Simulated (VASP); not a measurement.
# Nb8H (I-4m2) in VASP: single point with PBE

Aim: the single point of Nb8H with PBE.

Everything below comes from runs of VASP 6.6.1. Logs are shortened: lines on timing, memory, paths and dates and some standing lists are left out, and cuts for length are marked.

## 1. The cell of the first run

Symmetry: I-4m2, No. 119, tetragonal system. The conventional cell has a = 5.544 Å, b = 5.544 Å, c = 9.876 Å, α = 90.00°, β = 90.00°, γ = 90.00°. Within 2.5 Å of Nb (site symmetry m) lie 1 H at 1.90 Å. Nb (site symmetry m) has 12 Nb at 2.76 to 3.17 Å and 2 H at 3.34 Å within 3.6 Å. H (site symmetry -4m2) has 4 Nb at 1.90 Å within 2.5 Å.

## 2. Single point, PBE

Input file INCAR:

```
SYSTEM = Nb8H
PREC = Accurate
ENCUT = 520
EDIFF = 1E-7
ISMEAR = 0
SIGMA = 0.1
LREAL = .FALSE.
LASPH = .TRUE.
NELM = 100
ALGO = Fast
ISIF = 2
LWAVE = .FALSE.
LCHARG = .FALSE.
GGA = PE
NBANDS = 62
```

Input file KPOINTS:

```
Automatic mesh
0
G
  6 6 6
  0 0 0
```

Input file POSCAR:

```
Nb8H
1.0
    0.0000000000      3.9200422409      3.9200422409
    4.9381499538      0.0000000000      3.9200422409
    4.9381499538      3.9200422409      0.0000000000
Nb H
8 1
Direct
   -0.0118417357      0.0064664802      0.0064664802
   -0.0138504433      0.0084751878      0.5192256989
   -0.0138504433      0.5192256989      0.0084751878
   -0.0109612871      0.5097355269      0.5097355269
    0.4989087753      0.0064664802      0.0064664802
    0.4894186034      0.0093556364      0.5118071569
    0.4894186034      0.5118071569      0.0093556364
    0.4914902334      0.5097355269      0.5097355269
    0.1148415383      0.1351584618      0.1351584618
```

Potentials or basis: VASP PAW PBE potentials, release 64 (Nb_sv, H).

Command:

```bash
> cat potpaw_PBE.64/Nb_sv/POTCAR potpaw_PBE.64/H/POTCAR > POTCAR
> mpirun -np 1 vasp_std > vasp.out
```

OUTCAR:

```text
SYSTEM = Nb8H
   PREC = Accurate
   ENCUT = 520
   EDIFF = 1E-7
   ISMEAR = 0
   LREAL = .FALSE.
   LASPH = .TRUE.
   NELM = 100
   ISIF = 2
   GGA = PE

 ion  position               nearest neighbor table
   1  0.988  0.006  0.006-   9 1.90   5 2.71   4 2.77   4 2.77   5 2.83
   2  0.986  0.008  0.519-   9 1.90   3 2.71   6 2.77   6 2.77   3 2.83
   3  0.986  0.519  0.008-   9 1.90   2 2.71   7 2.77   7 2.77   2 2.83
   4  0.989  0.510  0.510-   8 2.76   1 2.77   1 2.77   8 2.79
   5  0.499  0.006  0.006-   9 1.90   1 2.71   8 2.77   8 2.77   1 2.83
   6  0.489  0.009  0.512-   7 2.76   2 2.77   2 2.77   7 2.79
   7  0.489  0.512  0.009-   6 2.76   3 2.77   3 2.77   6 2.79
   8  0.491  0.510  0.510-   4 2.76   5 2.77   5 2.77   4 2.79
   9  0.115  0.135  0.135-   5 1.90   3 1.90   2 1.90   1 1.90

  LATTYP: Found a body centered tetragonal cell.
 ALAT       =     5.5437769022
 C/A-ratio  =     1.7815110676

  Lattice vectors:

 A1 = (   4.9381499538,   0.0000000000,   3.9200422409)
 A2 = (   4.9381499538,   0.0000000000,  -3.9200422409)
 A3 = (  -4.9381499538,   3.9200422409,   0.0000000000)

Analysis of symmetry for initial positions (statically):
=====================================================================
 Subroutine PRICEL returns:
 Original cell was already a primitive cell.

 Routine SETGRP: Setting up the symmetry group for a
 body centered tetragonal supercell.

 Subroutine GETGRP returns: Found  8 space group operations
 (whereof  2 operations were pure point group operations)
 out of a pool of 16 trial point group operations.

The static configuration has the point symmetry C_1h.
 The point group associated with its full space group is D_2d.

Analysis of symmetry for dynamics (positions and initial velocities):
=====================================================================
 Subroutine PRICEL returns:
 Original cell was already a primitive cell.

 Routine SETGRP: Setting up the symmetry group for a
 body centered tetragonal supercell.

 Subroutine GETGRP returns: Found  8 space group operations
 (whereof  2 operations were pure point group operations)
 out of a pool of 16 trial point group operations.

The dynamic configuration has the point symmetry C_1h.
 The point group associated with its full space group is D_2d.

 Subroutine INISYM returns: Found  8 space group operations
 (whereof  2 operations are pure point group operations),
 and found     1 'primitive' translations

----------------------------------------------------------------------------------------

                                     Primitive cell

  volume of cell :     151.7664

  direct lattice vectors                    reciprocal lattice vectors
     0.000000000  3.920042241  3.920042241    -0.101252494  0.127549646  0.127549646
     4.938149954  0.000000000  3.920042241     0.101252494 -0.127549646  0.127549646
     4.938149954  3.920042241  0.000000000     0.101252494  0.127549646 -0.127549646

  length of vectors
     5.543776902  6.304923167  6.304923167     0.206857178  0.206857178  0.206857178

  position of ions in fractional coordinates (direct lattice)
     0.988158264  0.006466480  0.006466480
     0.986149557  0.008475188  0.519225699
     0.986149557  0.519225699  0.008475188
     0.989038713  0.509735527  0.509735527
     0.498908775  0.006466480  0.006466480
     0.489418603  0.009355636  0.511807157
     0.489418603  0.511807157  0.009355636
     0.491490233  0.509735527  0.509735527
     0.114841538  0.135158462  0.135158462

  ion indices of the primitive-cell ions
   primitive index   ion index
                 1           1
                 2           2
                 3           3
                 4           4
                 5           5
                 6           6
                 7           7
                 8           8
                 9           9

----------------------------------------------------------------------------------------

 KPOINTS: Automatic mesh

Automatic generation of k-mesh.
 Grid dimensions read from file:
 generate k-points for:    6    6    6

 Generating k-lattice:

  Cartesian coordinates                     Fractional coordinates (reciprocal lattice)
    -0.016875416  0.021258274  0.021258274     0.166666667  0.000000000  0.000000000
     0.016875416 -0.021258274  0.021258274     0.000000000  0.166666667 -0.000000000
     0.016875416  0.021258274 -0.021258274     0.000000000 -0.000000000  0.166666667

  Length of vectors
     0.034476196  0.034476196  0.034476196

  Shift w.r.t. Gamma in fractional coordinates (k-lattice)
     0.000000000  0.000000000  0.000000000

 Subroutine IBZKPT returns following result:
 ===========================================

 Found     30 irreducible k-points:

 Following reciprocal coordinates:
            Coordinates               Weight
  0.000000  0.000000  0.000000      1.000000
  0.166667 -0.000000 -0.000000      8.000000
  0.333333  0.000000  0.000000      8.000000
  0.500000 -0.000000 -0.000000      4.000000
  0.166667  0.166667  0.000000      4.000000
  0.333333  0.166667  0.000000     16.000000
[... 16 lines left out ...]
 -0.333333  0.500000  0.166667      4.000000
  0.333333 -0.333333  0.166667      8.000000
 [... further k-points ...]
   k-points           NKPTS =     30   k-points in BZ     NKDIM =     30   number of bands    NBANDS=     62
   number of dos      NEDOS =    301   number of ions     NIONS =      9
   total plane-waves  NPLWV =  96768
   dimension x,y,z NGX =    42 NGY =   48 NGZ =   48
   dimension x,y,z NGXF=    84 NGYF=   96 NGZF=   96
   ions per type =               8   1
   NGX,Y,Z   is equivalent  to a cutoff of  12.59, 12.66, 12.66 a.u.
   NGXF,Y,Z  is equivalent  to a cutoff of  25.19, 25.31, 25.31 a.u.
 SYSTEM =  Nb8H
   PREC   = accura    normal or accurate (medium, high low for compatibility)
   ISTART =      0    job   : 0-new  1-cont  2-samecut
   ICHARG =      2    charge: 1-file 2-atom 10-const
   ISPIN  =      1    spin polarized calculation?
   LNONCOLLINEAR =      F non collinear calculations
   LSORBIT =      F    spin-orbit coupling
   LASPH  =      T    aspherical Exc in radial PAW
   ENCUT  =  520.0 eV  38.22 Ry    6.18 a.u.  10.31 11.72 11.72*2*pi/ulx,y,z
   NELM   =    100;   NELMIN=  2; NELMDL= -5     # of ELM steps
   EDIFF  = 0.1E-06   stopping-criterion for ELM
   LREAL  =      F    real-space projection
   EDIFFG = 0.1E-05   stopping-criterion for IOM
   NSW    =      0    number of steps for IOM
   IBRION =     -1    ionic relax: 0-MD 1-quasi-New 2-CG
   NFREE  =      0    steps in history (QN), initial steepest desc. (CG)
   ISIF   =      2    stress and relaxation
   ISYM   =      2    0-nonsym 1-usesym 2-fastsym
   POTIM  = 0.5000    time-step for ionic-motion
   TEBEG  =    0.0;   TEEND  =   0.0 temperature during run
   PSTRESS=    0.0 pullay stress
   NELECT =     105.0000    total number of electrons
   NUPDOWN=      -1.0000    fix difference up-down
   EMIN   =  10.00;   EMAX   =-10.00  energy-range for DOS
   EFERMI =   0.00;   METHOD = LEGACY
   ISMEAR =     0;   SIGMA  =   0.10  broadening in eV -4-tet -1-fermi 0-gaus
   EFERMI_NEDOS =   21; number of points for ismear=-14 and -15
   IALGO  =     68    algorithm
   IMIX   =      4    mixing-type and parameters
     AMIX     =   0.40;   BMIX     =  1.00
     AMIX_MAG =   1.60;   BMIX_MAG =  1.00
  volume/ion in A,a.u.               =      16.86       113.80
  Fermi-wavevector in a.u.,A,eV,Ry     =   1.447925  2.736181 28.524427  2.096486
  Thomas-Fermi vector in A             =   2.565824
   LORBIT       =      0    0 simple, 1 ext, 2 COOP (PROOUT), +10 PAW based schemes
   GGA     = PE    functional components
   LHFCALC =     F    Hartree Fock is set to
   AEXX    =    0.0000 exact exchange contribution
   IVDW    =     0    specifies the selected vdW correction
   LEPSILON=     F    determine dielectric tensor
   LRPA    =     F    only Hartree local field effects (RPA)
 non-spin polarized calculation
 RMM-DIIS sequential band-by-band and
 Gauss-broadening in eV      SIGMA  =   0.10
  energy-cutoff  :      520.00
  volume of cell :      151.77
 maximum number of plane-waves:      4123
 NGX is ok and might be reduce to    42
   NGX = 21   NGY = 23   NGZ = 23

 number of electron     105.0000001 magnetization

 Free energy of the ion-electron system (eV)
  ---------------------------------------------------
  ext. energy  EPLUGINS =         0.00000000
  ---------------------------------------------------
  free energy    TOTEN  =       -84.19073805 eV

  energy without entropy =      -84.13352252  energy(sigma->0) =      -84.16213028

 E-fermi :  10.7592     XC(G=0): -12.2837

 val. band max:       10.7530726282   @ k =  -0.1667   0.1667   0.1667
 cond. band min:      10.7631601208   @ k =   0.3333   0.0000   0.0000
 fundamental gap:      0.0100874926
 Fermi energy:        10.7591557896

 k-point     1 :       0.0000    0.0000    0.0000
  band No.  band energies     occupation
      1     -43.8963      2.00000
      2     -43.7618      2.00000
      3     -43.6813      2.00000
      4     -43.6774      2.00000
      5     -43.6774      2.00000
      6     -43.6774      2.00000
[... 54 lines left out ...]
     61      14.1781      0.00000
     62      14.8516      0.00000

 k-point     2 :       0.1667   -0.0000   -0.0000
  band No.  band energies     occupation
      1     -43.8822      2.00000
      2     -43.7566      2.00000
      3     -43.6938      2.00000
      4     -43.6837      2.00000
      5     -43.6693      2.00000
      6     -43.6681      2.00000
[... 54 lines left out ...]
     61      13.3404      0.00000
     62      13.5489      0.00000

 k-point     3 :       0.3333    0.0000    0.0000
  band No.  band energies     occupation
      1     -43.8435      2.00000
      2     -43.7451      2.00000
      3     -43.7304      2.00000
      4     -43.6988      2.00000
      5     -43.6438      2.00000
      6     -43.6428      2.00000
[... 1354 lines left out ...]
     61      12.9462      0.00000
     62      13.0951      0.00000

 k-point    24 :       0.3333   -0.3333    0.1667
  band No.  band energies     occupation
      1     -43.7560      2.00000
      2     -43.7434      2.00000
      3     -43.6937      2.00000
      4     -43.6861      2.00000
      5     -43.6673      2.00000
      6     -43.6544      2.00000
[... 54 lines left out ...]
     61      12.7711      0.00000
     62      12.9623      0.00000

 [... further k-points ...]

------------------------ aborting loop because EDIFF is reached ----------------------------------------

  FORCE on cell =-STRESS in cart. coord.  units (eV):
  Direction    XX          YY          ZZ          XY          YZ          ZX
  --------------------------------------------------------------------------------------
  -------------------------------------------------------------------------------------
  Total       -0.3864232     -0.3913436     -0.3913436      0.0000000      0.0000000     -0.0000000
  in kB       -4.0794159     -4.1313599     -4.1313599      0.0000000      0.0000000     -0.0000000
  external PRESSURE =      -4.1140452 kB  Pullay stress =       0.0000000 kB

 VOLUME and BASIS-vectors are now :
 -----------------------------------------------------------------------------
  energy-cutoff  :      520.00
  volume of cell :      151.77
      direct lattice vectors                 reciprocal lattice vectors
     0.000000000  3.920042241  3.920042241    -0.101252494  0.127549646  0.127549646
     4.938149954  0.000000000  3.920042241     0.101252494 -0.127549646  0.127549646
     4.938149954  3.920042241  0.000000000     0.101252494  0.127549646 -0.127549646

 POSITION                                       TOTAL-FORCE (eV/Angst)
 -----------------------------------------------------------------------------------
      0.06386      3.89897      3.89897         0.004991     -0.001807     -0.001807
      2.60587      5.90113      3.89897        -0.004991      0.001807     -0.001807
      2.60587      3.89897      5.90113        -0.004991     -0.001807      0.001807
      5.03430      5.87526      5.87526        -0.001732     -0.001838     -0.001838
      0.06386      1.98109      1.98109         0.004991      0.001807      0.001807
      2.57358      3.92485      1.95522         0.001732      0.001838     -0.001838
      2.57358      1.95522      3.92485         0.001732     -0.001838      0.001838
      5.03430      3.92485      3.92485        -0.001732      0.001838      0.001838
      1.33487      0.98001      0.98001        -0.000000     -0.000000      0.000000
 -----------------------------------------------------------------------------------
    total drift:                                0.000018      0.000011      0.000011

  FREE ENERGIE OF THE ION-ELECTRON SYSTEM (eV)
  ---------------------------------------------------
  free  energy   TOTEN  =       -84.1907380483 eV

  energy  without entropy=      -84.1335225173  energy(sigma->0) =      -84.16213028
```

It took 38 min on 1 thread of AMD EPYC 7R13, shared host; peak memory 0.39 GiB.

What came out:

- Free energy: -84.1907 eV
- Pressure: -0.4 GPa
- Largest force: 0.006 eV/Å
- Band gap on the k mesh: zero (an odd number of electrons rules out a gap without spin polarisation)

Forces in eV/Å, atoms in the order of the input:
```
Nb   0.005 -0.002 -0.002
Nb  -0.005  0.002 -0.002
Nb  -0.005 -0.002  0.002
Nb  -0.002 -0.002 -0.002
Nb   0.005  0.002  0.002
Nb   0.002  0.002 -0.002
Nb   0.002 -0.002  0.002
Nb  -0.002  0.002  0.002
H    0.000  0.000  0.000
```

Levels at points of the mesh, in eV from the Fermi level:
```tsv
k point	band 51	band 52	band 53	band 54	band 55	band 56
(0.00, 0.00, 0.00)	1.29	1.29	1.44	1.46	1.49	1.49
(0.50, 0.00, 0.00)	-0.61	-0.38	0.28	0.68	0.76	0.82
(0.50, 0.50, 0.00)	-0.42	-0.38	-0.25	-0.21	1.39	1.42
(0.00, 0.50, 0.50)	-0.82	-0.74	-0.71	-0.71	-0.61	-0.51
```
